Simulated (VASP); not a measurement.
# Ag (I4/mmm) in VASP: a series of runs

The runs below take Ag through single point, with PBEsol.

All numbers are computed with VASP 6.6.1; they aren't measurements. Logs are shortened: lines on timing, memory, paths and dates and some standing lists are left out, and cuts for length are marked.

**1. The cell of the first run**

Symmetry: I4/mmm, No. 139, tetragonal system. The conventional cell has a = 2.889 Å, b = 2.889 Å, c = 3.678 Å, α = 90.00°, β = 90.00°, γ = 90.00°. Within 3.6 Å of Ag (site symmetry 4/mmm) lie 12 Ag at 2.75 to 2.89 Å.

**2. Single point, PBEsol (strain -0.1000 x Voigt [0, 0, 1, 0, 0, 0])**

File INCAR:

```
  ALGO = Fast
  EDIFF = 1E-6
  ENCUT = 520
  GGA = PS
  ISIF = 2
  ISMEAR = 0
  LASPH = T
  LCHARG = F
  LREAL = F
  LWAVE = F
  NBANDS = 12
  NELM = 60
  PREC = Accurate
  SIGMA = 0.15
```

File KPOINTS:

```
k-points
0
Gamma
  20 20 20
```

File POSCAR:

```
Ag
1.0
    0.0000000000      2.0431000000      1.8387900000
    2.0431000000      0.0000000000      1.8387900000
    2.0431000000      2.0431000000      0.0000000000
Ag
1
Direct
    0.0000000000      0.0000000000      0.0000000000
```

Potentials or basis: VASP PAW PBE potentials, release 64 (Ag).

The run is started by

```console
$ cat potpaw_PBE.64/Ag/POTCAR > POTCAR
$ mpirun -np 1 vasp_std > vasp.out
```

OUTCAR:

```text
EDIFF = 1E-6
   ENCUT = 520
   GGA = PS
   ISIF = 2
   ISMEAR = 0
   LASPH = T
   LREAL = F
   NELM = 60
   PREC = Accurate

 ion  position               nearest neighbor table
   1  0.000  0.000  0.000-

  LATTYP: Found a body centered tetragonal cell.
 ALAT       =     2.8893797293
 C/A-ratio  =     1.2727922061

  Lattice vectors:

 A1 = (   0.0000000000,  -2.0431000000,  -1.8387900000)
 A2 = (   0.0000000000,   2.0431000000,  -1.8387900000)
 A3 = (   2.0431000000,   0.0000000000,   1.8387900000)

Analysis of symmetry for initial positions (statically):
=====================================================================
 Subroutine PRICEL returns:
 Original cell was already a primitive cell.

 Routine SETGRP: Setting up the symmetry group for a
 body centered tetragonal supercell.

 Subroutine GETGRP returns: Found 16 space group operations
 (whereof 16 operations were pure point group operations)
 out of a pool of 16 trial point group operations.

The static configuration has the point symmetry D_4h.

Analysis of symmetry for dynamics (positions and initial velocities):
=====================================================================
 Subroutine PRICEL returns:
 Original cell was already a primitive cell.

 Routine SETGRP: Setting up the symmetry group for a
 body centered tetragonal supercell.

 Subroutine GETGRP returns: Found 16 space group operations
 (whereof 16 operations were pure point group operations)
 out of a pool of 16 trial point group operations.

The dynamic configuration has the point symmetry D_4h.

 Subroutine INISYM returns: Found 16 space group operations
 (whereof 16 operations are pure point group operations),
 and found     1 'primitive' translations

----------------------------------------------------------------------------------------

                                     Primitive cell

  volume of cell :      15.3512

  direct lattice vectors                    reciprocal lattice vectors
     0.000000000  2.043100000  1.838790000    -0.244726151  0.244726151  0.271917946
     2.043100000  0.000000000  1.838790000     0.244726151 -0.244726151  0.271917946
     2.043100000  2.043100000  0.000000000     0.244726151  0.244726151 -0.271917946

  length of vectors
     2.748709929  2.748709929  2.889379729     0.440137646  0.440137646  0.440137646

  position of ions in fractional coordinates (direct lattice)
     0.000000000  0.000000000  0.000000000

  ion indices of the primitive-cell ions
   primitive index   ion index
                 1           1

[... 78 lines left out ...]
   ISYM   =      2    0-nonsym 1-usesym 2-fastsym
   POTIM  = 0.5000    time-step for ionic-motion
   TEBEG  =    0.0;   TEEND  =   0.0 temperature during run
   PSTRESS=    0.0 pullay stress
   NELECT =      11.0000    total number of electrons
   NUPDOWN=      -1.0000    fix difference up-down
   EMIN   =  10.00;   EMAX   =-10.00  energy-range for DOS
   EFERMI =   0.00;   METHOD = LEGACY
   ISMEAR =     0;   SIGMA  =   0.15  broadening in eV -4-tet -1-fermi 0-gaus
   EFERMI_NEDOS =   21; number of points for ismear=-14 and -15
   IALGO  =     68    algorithm
   IMIX   =      4    mixing-type and parameters
     AMIX     =   0.40;   BMIX     =  1.00
     AMIX_MAG =   1.60;   BMIX_MAG =  1.00
  volume/ion in A,a.u.               =      15.35       103.59
  Fermi-wavevector in a.u.,A,eV,Ry     =   1.464958  2.768370 29.199502  2.146103
  Thomas-Fermi vector in A             =   2.580872
   LORBIT       =      0    0 simple, 1 ext, 2 COOP (PROOUT), +10 PAW based schemes
   GGA     = PS    functional components
   LHFCALC =     F    Hartree Fock is set to
   AEXX    =    0.0000 exact exchange contribution
   IVDW    =     0    specifies the selected vdW correction
   LEPSILON=     F    determine dielectric tensor
   LRPA    =     F    only Hartree local field effects (RPA)
 non-spin polarized calculation
 RMM-DIIS sequential band-by-band and
 Gauss-broadening in eV      SIGMA  =   0.15
  energy-cutoff  :      520.00
  volume of cell :       15.35
 maximum number of plane-waves:       430
   NGX = 11   NGY = 11   NGZ = 11

 number of electron      10.9999998 magnetization

 Free energy of the ion-electron system (eV)
  ---------------------------------------------------
  ext. energy  EPLUGINS =         0.00000000
  ---------------------------------------------------
  free energy    TOTEN  =        -3.25341080 eV

  energy without entropy =       -3.25037878  energy(sigma->0) =       -3.25189479

 E-fermi :   9.8130     XC(G=0): -13.0496

 val. band max:        9.8099152187   @ k =  -0.4500   0.1000   0.0500
 cond. band min:       9.8166302502   @ k =  -0.3000   0.2500   0.0000
 fundamental gap:      0.0067150314
 Fermi energy:         9.8129809145

 k-point     1 :       0.0000    0.0000    0.0000
  band No.  band energies     occupation
      1       1.1398      2.00000
      2       4.3923      2.00000
      3       4.3923      2.00000
      4       5.0972      2.00000
      5       5.4257      2.00000
      6       6.1776      2.00000
      7      26.1370      0.00000
      8      29.5094      0.00000
      9      29.5094      0.00000
     10      31.5584      0.00000
     11      35.2895      0.00000
     12      36.2467      0.00000
[... 331 lines left out ...]
 k-point    24 :      -0.3500    0.0500    0.0000
  band No.  band energies     occupation
      1       2.8426      2.00000
      2       4.3545      2.00000
      3       5.0035      2.00000
      4       6.0692      2.00000
      5       6.4494      2.00000
      6       7.1480      2.00000
      7      17.4849      0.00000
      8      25.6090      0.00000
      9      29.0349      0.00000
     10      29.4737      0.00000
     11      32.8177      0.00000
     12      34.0023      0.00000

 [... further k-points ...]
[... 5 lines left out ...]
  --------------------------------------------------------------------------------------
  -------------------------------------------------------------------------------------
  Total        1.0727257      1.0727257      1.4261255      0.0000000      0.0000000      0.0000000
  in kB      111.9587074    111.9587074    148.8424952      0.0000000      0.0000000      0.0000000
  external PRESSURE =     124.2533034 kB  Pullay stress =       0.0000000 kB

 VOLUME and BASIS-vectors are now :
 -----------------------------------------------------------------------------
  energy-cutoff  :      520.00
  volume of cell :       15.35
      direct lattice vectors                 reciprocal lattice vectors
     0.000000000  2.043100000  1.838790000    -0.244726151  0.244726151  0.271917946
     2.043100000  0.000000000  1.838790000     0.244726151 -0.244726151  0.271917946
     2.043100000  2.043100000  0.000000000     0.244726151  0.244726151 -0.271917946

 POSITION                                       TOTAL-FORCE (eV/Angst)
 -----------------------------------------------------------------------------------
      0.00000      0.00000      0.00000         0.000000      0.000000      0.000000
 -----------------------------------------------------------------------------------
    total drift:                               -0.000000     -0.000000      0.000000

  FREE ENERGIE OF THE ION-ELECTRON SYSTEM (eV)
  ---------------------------------------------------
  free  energy   TOTEN  =        -3.2534108018 eV

  energy  without entropy=       -3.2503787754  energy(sigma->0) =       -3.25189479
```

stdout:

```text
POSCAR found type information on POSCAR Ag
 POSCAR found :  1 types and       1 ions
 scaLAPACK will be used
 -----------------------------------------------------------------------------
|                                                                             |
|                                                                             |
|     You enforced a specific xc type in the INCAR file but a different       |
|     I HOPE YOU KNOW WHAT YOU ARE DOING!                                     |
|                                                                             |
 -----------------------------------------------------------------------------

 LDA part: xc-table for (Slater+PW92), standard interpolation
 POSCAR, INCAR and KPOINTS ok, starting setup
 FFT: planning ... GRIDC
 FFT: planning ... GRID_SOFT
 FFT: planning ... GRID
 WAVECAR not read
 entering main loop
```

It took 50 s on 1 thread of Intel Xeon Platinum 8488C (Sapphire Rapids), shared host; peak memory 0.22 GiB.

What came out:

```yaml
Free_energy: -3.2534 eV
Pressure: 12.4 GPa
```

Levels at points of the mesh, in eV from the Fermi level:
| k point | band 3 | band 4 | band 5 | band 6 | band 7 | band 8 | band 9 | band 10 |
| --- | --- | --- | --- | --- | --- | --- | --- | --- |
| (0.00, 0.00, 0.00) | -5.42 | -4.72 | -4.39 | -3.64 | 16.32 | 19.70 | 19.70 | 21.75 |
| (0.50, 0.00, 0.00) | -4.85 | -3.20 | -2.82 | -0.76 | 4.23 | 15.02 | 17.69 | 20.65 |
| (0.50, 0.50, 0.00) | -3.03 | -2.73 | -2.73 | 2.85 | 9.49 | 9.82 | 9.82 | 17.21 |
| (0.50, 0.00, 0.50) | -3.10 | -3.05 | -2.54 | 0.78 | 6.65 | 11.68 | 12.08 | 19.15 |

Caveat: the cell differs from its parent crystal (strain -0.1000 x Voigt [0, 0, 1, 0, 0, 0]); the PAW data sets were made with another functional, which shifts forces and pressure a little.

[end of part 1 of 2]
